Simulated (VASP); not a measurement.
Crystal: Ni.

```
Ni
1.0
    -1.38372    1.38372    1.38372
     1.38372   -1.38372    1.38372
     1.38372    1.38372   -1.38372
Ni
1
Cartesian
  0.0000 0.0000 0.0000
```

Base run:

- Program: VASP 6.6.1
- Functional: PBEsol
- Potentials or basis: VASP PAW PBE potentials, release 64 (Ni)
- Cutoff: 520 eV
- k mesh: 14 × 14 × 14
- Occupations: fermi-dirac, width 0.2 eV
- Spin: collinear spin, ferromagnetic start
- Starting moments: [1.5] μB

Its results: pressure -1.9 GPa; net moment 0.16 μB per cell; site moments Ni +0.16 μB.

Problem. The run is repeated on the same cell with these changes: occupations from fermi-dirac, width 0.2 eV to fermi-dirac, width 0.1 eV; further incar settings from ALGO = Normal; EDIFF = 1e-06; NBANDS = 15 to ALGO = Normal; EDIFF = 1e-07; NBANDS = 15. What comes out?

Solution. Pressure -2.6 GPa; net moment 0.48 μB per cell; site moments Ni +0.48 μB.

Caveats: the PAW data sets were made with another functional, which shifts forces and pressure a little.
